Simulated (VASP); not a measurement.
# Zr in VASP: single point with PBE

Aim: the single point of Zr with PBE.

Everything below comes from runs of VASP 6.6.1. Logs are shortened: lines on timing, memory, paths and dates and some standing lists are left out, and cuts for length are marked.

### 1 The cell of the first run

The cell holds a slab with vacuum, 6 atoms: a = 3.232 Å, b = 3.232 Å, c = 27.867 Å, α = 90.00°, β = 90.00°, γ = 120.00°.

### 2 Single point, PBE

Contents of INCAR:

```
PREC = Accurate
ENCUT = 520
EDIFF = 1E-6
ISMEAR = -1
SIGMA = 0.05
LREAL = F
LASPH = T
NELM = 80
ALGO = Normal
ISIF = 2
LWAVE = F
LCHARG = F
LDIPOL = T
IDIPOL = 3
DIPOL = 0.5 0.5 0.500
GGA = PE
NBANDS = 45
```

Contents of KPOINTS:

```
Automatic mesh
0
Gamma
  9 9 1
```

Contents of POSCAR:

```
Zr
1.0
    3.2319982225      0.0000000000      0.0000000000
   -1.6159991113      2.7989925656      0.0000000000
    0.0000000000      0.0000000000     27.8675000000
Zr
6
Direct
    0.6666666667      0.3333333334      0.2691307078
    0.3333333333      0.6666666666      0.3614784247
    0.6666666667      0.3333333334      0.4538261416
    0.3333333333      0.6666666666      0.5461738584
    0.6666666667      0.3333333334      0.6385215753
    0.3333333333      0.6666666666      0.7308692922
```

Potentials or basis: VASP PAW PBE potentials, release 64 (Zr_sv).

Launch:

```console
cat potpaw_PBE.64/Zr_sv/POTCAR > POTCAR
mpirun -np 1 vasp_std > vasp.out
```

OUTCAR:

```text
PREC = Accurate
   ENCUT = 520
   EDIFF = 1E-6
   ISMEAR = -1
   LREAL = F
   LASPH = T
   NELM = 80
   ISIF = 2
   GGA = PE

 ion  position               nearest neighbor table
   1  0.667  0.333  0.269-   2 3.18   2 3.18   2 3.18
   2  0.333  0.667  0.361-   3 3.18   1 3.18   3 3.18   1 3.18   3 3.18   1 3.18
   3  0.667  0.333  0.454-   4 3.18   4 3.18   4 3.18   2 3.18   2 3.18   2 3.18
   4  0.333  0.667  0.546-   3 3.18   3 3.18   3 3.18   5 3.18   5 3.18   5 3.18
   5  0.667  0.333  0.639-   4 3.18   6 3.18   4 3.18   6 3.18   4 3.18   6 3.18
   6  0.333  0.667  0.731-   5 3.18   5 3.18   5 3.18

  LATTYP: Found a hexagonal cell.
 ALAT       =     3.2319982225
 C/A-ratio  =     8.6223747915

  Lattice vectors:

 A1 = (   3.2319982225,   0.0000000000,   0.0000000000)
 A2 = (  -1.6159991113,   2.7989925656,   0.0000000000)
 A3 = (   0.0000000000,   0.0000000000,  27.8675000000)

Analysis of symmetry for initial positions (statically):
=====================================================================
 Subroutine PRICEL returns:
 Original cell was already a primitive cell.

 Routine SETGRP: Setting up the symmetry group for a
 hexagonal supercell.

 Subroutine GETGRP returns: Found 12 space group operations
 (whereof 12 operations were pure point group operations)
 out of a pool of 24 trial point group operations.

The static configuration has the point symmetry D_3d.

Analysis of symmetry for dynamics (positions and initial velocities):
=====================================================================
 Subroutine PRICEL returns:
 Original cell was already a primitive cell.

 Routine SETGRP: Setting up the symmetry group for a
 hexagonal supercell.

 Subroutine GETGRP returns: Found 12 space group operations
 (whereof 12 operations were pure point group operations)
 out of a pool of 24 trial point group operations.

The dynamic configuration has the point symmetry D_3d.

 Subroutine INISYM returns: Found 12 space group operations
 (whereof 12 operations are pure point group operations),
 and found     1 'primitive' translations

----------------------------------------------------------------------------------------

                                     Primitive cell

  volume of cell :     252.0989

  direct lattice vectors                    reciprocal lattice vectors
     3.231998223  0.000000000  0.000000000     0.309406111  0.178635701  0.000000000
    -1.615999111  2.798992566  0.000000000     0.000000000  0.357271403  0.000000000
     0.000000000  0.000000000 27.867500000     0.000000000  0.000000000  0.035884094

  length of vectors
     3.231998223  3.231998222 27.867500000     0.357271403  0.357271403  0.035884094

  position of ions in fractional coordinates (direct lattice)
     0.666666667  0.333333333  0.269130708
     0.333333333  0.666666667  0.361478425
     0.666666667  0.333333333  0.453826142
     0.333333333  0.666666667  0.546173858
     0.666666667  0.333333333  0.638521575
     0.333333333  0.666666667  0.730869292

  ion indices of the primitive-cell ions
   primitive index   ion index
                 1           1
                 2           2
                 3           3
                 4           4
                 5           5
                 6           6

----------------------------------------------------------------------------------------

 KPOINTS: Automatic mesh

Automatic generation of k-mesh.
 Grid dimensions read from file:
 generate k-points for:    9    9    1

 Generating k-lattice:

  Cartesian coordinates                     Fractional coordinates (reciprocal lattice)
     0.034378457  0.019848411  0.000000000     0.111111111  0.000000000  0.000000000
     0.000000000  0.039696823  0.000000000     0.000000000  0.111111111  0.000000000
     0.000000000  0.000000000  0.035884094     0.000000000  0.000000000  1.000000000

  Length of vectors
     0.039696823  0.039696823  0.035884094

  Shift w.r.t. Gamma in fractional coordinates (k-lattice)
     0.000000000  0.000000000  0.000000000

 Subroutine IBZKPT returns following result:
 ===========================================

 Found     12 irreducible k-points:

 Following reciprocal coordinates:
            Coordinates               Weight
  0.000000  0.000000  0.000000      1.000000
  0.111111  0.000000  0.000000      6.000000
  0.222222  0.000000  0.000000      6.000000
  0.333333  0.000000  0.000000      6.000000
  0.444444  0.000000  0.000000      6.000000
  0.111111  0.111111  0.000000      6.000000
  0.222222  0.111111  0.000000     12.000000
  0.333333  0.111111  0.000000     12.000000
  0.444444  0.111111  0.000000      6.000000
  0.222222  0.222222  0.000000      6.000000
  0.333333  0.222222  0.000000     12.000000
  0.333333  0.333333  0.000000      2.000000
   k-points           NKPTS =     12   k-points in BZ     NKDIM =     12   number of bands    NBANDS=     45
   number of dos      NEDOS =    301   number of ions     NIONS =      6
   total plane-waves  NPLWV = 120960
   dimension x,y,z NGX =    24 NGY =   24 NGZ =  210
   dimension x,y,z NGXF=    48 NGYF=   48 NGZF=  420
   ions per type =               6
   NGX,Y,Z   is equivalent  to a cutoff of  12.35, 12.35, 12.53 a.u.
   NGXF,Y,Z  is equivalent  to a cutoff of  24.69, 24.69, 25.06 a.u.
 SYSTEM =  unknown system
   PREC   = accura    normal or accurate (medium, high low for compatibility)
   ISTART =      0    job   : 0-new  1-cont  2-samecut
   ICHARG =      2    charge: 1-file 2-atom 10-const
   ISPIN  =      1    spin polarized calculation?
   LNONCOLLINEAR =      F non collinear calculations
   LSORBIT =      F    spin-orbit coupling
   LASPH  =      T    aspherical Exc in radial PAW
   ENCUT  =  520.0 eV  38.22 Ry    6.18 a.u.   6.01  6.01 51.82*2*pi/ulx,y,z
   NELM   =     80;   NELMIN=  2; NELMDL= -5     # of ELM steps
   EDIFF  = 0.1E-05   stopping-criterion for ELM
   LREAL  =      F    real-space projection
   EDIFFG = 0.1E-04   stopping-criterion for IOM
   NSW    =      0    number of steps for IOM
   IBRION =     -1    ionic relax: 0-MD 1-quasi-New 2-CG
   NFREE  =      0    steps in history (QN), initial steepest desc. (CG)
   ISIF   =      2    stress and relaxation
   ISYM   =      2    0-nonsym 1-usesym 2-fastsym
   POTIM  = 0.5000    time-step for ionic-motion
   TEBEG  =    0.0;   TEEND  =   0.0 temperature during run
   PSTRESS=    0.0 pullay stress
   NELECT =      72.0000    total number of electrons
   NUPDOWN=      -1.0000    fix difference up-down
   EMIN   =  10.00;   EMAX   =-10.00  energy-range for DOS
   EFERMI =   0.00;   METHOD = LEGACY
   ISMEAR =    -1;   SIGMA  =   0.05  broadening in eV -4-tet -1-fermi 0-gaus
   EFERMI_NEDOS =   21; number of points for ismear=-14 and -15
   IALGO  =     38    algorithm
   IMIX   =      4    mixing-type and parameters
     AMIX     =   0.40;   BMIX     =  1.00
     AMIX_MAG =   1.60;   BMIX_MAG =  1.00
  volume/ion in A,a.u.               =      42.02       283.54
  Fermi-wavevector in a.u.,A,eV,Ry     =   1.078107  2.037328 15.814264  1.162316
  Thomas-Fermi vector in A             =   2.214037
   LORBIT       =      0    0 simple, 1 ext, 2 COOP (PROOUT), +10 PAW based schemes
   GGA     = PE    functional components
   LHFCALC =     F    Hartree Fock is set to
   AEXX    =    0.0000 exact exchange contribution
   IVDW    =     0    specifies the selected vdW correction
   LEPSILON=     F    determine dielectric tensor
   LRPA    =     F    only Hartree local field effects (RPA)
 non-spin polarized calculation
  energy-cutoff  :      520.00
  volume of cell :      252.10
 maximum number of plane-waves:      6864
   NGX = 13   NGY = 13   NGZ =103

 dipolmoment           0.000000      0.000000      0.000000 electrons x Angstroem

 number of electron      72.0000001 magnetization

 dipolmoment           0.000000      0.000000     -0.000000 electrons x Angstroem

 Free energy of the ion-electron system (eV)
  ---------------------------------------------------
  ext. energy  EPLUGINS =         0.00000000
  ---------------------------------------------------
  free energy    TOTEN  =       -49.27307703 eV

  energy without entropy =      -49.18810031  energy(sigma->0) =      -49.23058867

 E-fermi :   3.2339     XC(G=0):  -6.8813

 val. band max:        3.2263333997   @ k =   0.3333   0.3333   0.0000
 cond. band min:       3.2511897746   @ k =   0.1111   0.0000   0.0000
 fundamental gap:      0.0248563749
 Fermi energy:         3.2338575858

 k-point     1 :       0.0000    0.0000    0.0000
  band No.  band energies     occupation
      1     -45.8242      2.00000
      2     -45.8241      2.00000
      3     -45.5570      2.00000
      4     -45.5067      2.00000
      5     -45.4558      2.00000
      6     -45.4286      2.00000
[... 37 lines left out ...]
     44       4.1663      0.00000
     45       4.2425      0.00000

 k-point     2 :       0.1111    0.0000    0.0000
  band No.  band energies     occupation
      1     -45.8141      2.00000
      2     -45.8141      2.00000
      3     -45.5441      2.00000
      4     -45.4961      2.00000
      5     -45.4476      2.00000
      6     -45.4222      2.00000
[... 37 lines left out ...]
     44       4.3977      0.00000
     45       4.4441      0.00000

 k-point     3 :       0.2222    0.0000    0.0000
  band No.  band energies     occupation
      1     -45.7887      2.00000
      2     -45.7887      2.00000
      3     -45.5104      2.00000
      4     -45.4687      2.00000
      5     -45.4269      2.00000
      6     -45.4069      2.00000
[... 37 lines left out ...]
     44       4.6561      0.00000
     45       4.8758      0.00000

 k-point     4 :       0.3333    0.0000    0.0000
  band No.  band energies     occupation
      1     -45.7596      2.00000
      2     -45.7596      2.00000
      3     -45.4690      2.00000
      4     -45.4366      2.00000
      5     -45.4043      2.00000
      6     -45.3919      2.00000
[... 37 lines left out ...]
     44       4.5830      0.00000
     45       5.1177      0.00000

 k-point     5 :       0.4444    0.0000    0.0000
  band No.  band energies     occupation
      1     -45.7405      2.00000
      2     -45.7405      2.00000
      3     -45.4381      2.00000
      4     -45.4151      2.00000
      5     -45.3906      2.00000
      6     -45.3852      2.00000
[... 37 lines left out ...]
     44       4.9590      0.00000
     45       5.0808      0.00000

 k-point     6 :       0.1111    0.1111    0.0000
  band No.  band energies     occupation
      1     -45.7964      2.00000
      2     -45.7964      2.00000
      3     -45.5208      2.00000
      4     -45.4770      2.00000
      5     -45.4331      2.00000
      6     -45.4113      2.00000
[... 37 lines left out ...]
     44       4.6363      0.00000
     45       4.6960      0.00000

 k-point     7 :       0.2222    0.1111    0.0000
  band No.  band energies     occupation
      1     -45.7691      2.00000
      2     -45.7691      2.00000
      3     -45.4831      2.00000
      4     -45.4472      2.00000
      5     -45.4115      2.00000
      6     -45.3964      2.00000
[... 37 lines left out ...]
     44       4.6364      0.00000
     45       5.0042      0.00000

 k-point     8 :       0.3333    0.1111    0.0000
  band No.  band energies     occupation
      1     -45.7450      2.00000
      2     -45.7450      2.00000
      3     -45.4460      2.00000
      4     -45.4202      2.00000
      5     -45.3936      2.00000
      6     -45.3863      2.00000
[... 37 lines left out ...]
     44       4.5920      0.00000
     45       4.9914      0.00000

 k-point     9 :       0.4444    0.1111    0.0000
  band No.  band energies     occupation
      1     -45.7354      2.00000
      2     -45.7354      2.00000
      3     -45.4286      2.00000
      4     -45.4096      2.00000
      5     -45.3873      2.00000
      6     -45.3841      2.00000
[... 37 lines left out ...]
     44       4.8514      0.00000
     45       5.1836      0.00000

 k-point    10 :       0.2222    0.2222    0.0000
  band No.  band energies     occupation
      1     -45.7468      2.00000
      2     -45.7468      2.00000
      3     -45.4490      2.00000
      4     -45.4222      2.00000
      5     -45.3949      2.00000
      6     -45.3868      2.00000
[... 37 lines left out ...]
     44       4.3097      0.00000
     45       4.6820      0.00000

 k-point    11 :       0.3333    0.2222    0.0000
  band No.  band energies     occupation
      1     -45.7321      2.00000
      2     -45.7321      2.00000
      3     -45.4220      2.00000
      4     -45.4063      2.00000
      5     -45.3852      2.00000
      6     -45.3834      2.00000
[... 37 lines left out ...]
     44       4.8217      0.00000
     45       4.9643      0.00000

 k-point    12 :       0.3333    0.3333    0.0000
  band No.  band energies     occupation
      1     -45.7270      2.00000
      2     -45.7270      2.00000
      3     -45.4060      2.00000
      4     -45.4060      2.00000
      5     -45.3827      2.00000
      6     -45.3827      2.00000
[... 37 lines left out ...]
     44       5.0397      0.00000
     45       5.0749      0.00000

------------------------ aborting loop because EDIFF is reached ----------------------------------------

 vacuum level on the upper side and lower side of the slab       (xc-potential included)        -0.212        -0.212

  FORCE on cell =-STRESS in cart. coord.  units (eV):
  Direction    XX          YY          ZZ          XY          YZ          ZX
  --------------------------------------------------------------------------------------
  -------------------------------------------------------------------------------------
  Total       -2.2112025     -2.2112025     -1.5951971      0.0000000      0.0000000      0.0000000
  in kB      -14.0529737    -14.0529737    -10.1380413      0.0000000      0.0000000      0.0000000
  external PRESSURE =     -12.7479962 kB  Pullay stress =       0.0000000 kB

 VOLUME and BASIS-vectors are now :
 -----------------------------------------------------------------------------
  energy-cutoff  :      520.00
  volume of cell :      252.10
      direct lattice vectors                 reciprocal lattice vectors
     3.231998223  0.000000000  0.000000000     0.309406111  0.178635701  0.000000000
    -1.615999111  2.798992566  0.000000000     0.000000000  0.357271403  0.000000000
     0.000000000  0.000000000 27.867500000     0.000000000  0.000000000  0.035884094

 POSITION                                       TOTAL-FORCE (eV/Angst)
 -----------------------------------------------------------------------------------
      1.61600      0.93300      7.50000        -0.000000      0.000000      0.452903
     -0.00000      1.86600     10.07350         0.000000      0.000000     -0.550609
      1.61600      0.93300     12.64700        -0.000000     -0.000000     -0.014259
     -0.00000      1.86600     15.22050         0.000000      0.000000      0.014259
      1.61600      0.93300     17.79400        -0.000000     -0.000000      0.550609
     -0.00000      1.86600     20.36750         0.000000     -0.000000     -0.452903
 -----------------------------------------------------------------------------------
    total drift:                                0.000000      0.000000     -0.000000

  FREE ENERGIE OF THE ION-ELECTRON SYSTEM (eV)
  ---------------------------------------------------
  free  energy   TOTEN  =       -49.2730770289 eV

  energy  without entropy=      -49.1881003138  energy(sigma->0) =      -49.23058867

 vacuum level on the upper side and lower side of the slab         7.247         7.247
```

It took 3.3 min on 1 thread of Intel Xeon Platinum 8488C (Sapphire Rapids), shared host; peak memory 0.37 GiB.

Results:

```
Free energy            : -49.2731 eV
Largest force          : 0.551 eV/Å
Band gap on the k mesh : zero (band 36 reaches 3.98 eV, above the bottom of band 37 at 2.70 eV)
```

Forces on the atoms (eV/Å):
```
Zr   0.000  0.000  0.453
Zr   0.000  0.000 -0.551
Zr   0.000  0.000 -0.014
Zr   0.000  0.000  0.014
Zr   0.000  0.000  0.551
Zr   0.000  0.000 -0.453
```

Levels at points of the mesh, in eV from the Fermi level:
```
           k point  band 34  band 35  band 36  band 37  band 38  band 39
(0.00, 0.00, 0.00)     0.48     0.65     0.75     0.75     0.76     0.76
```
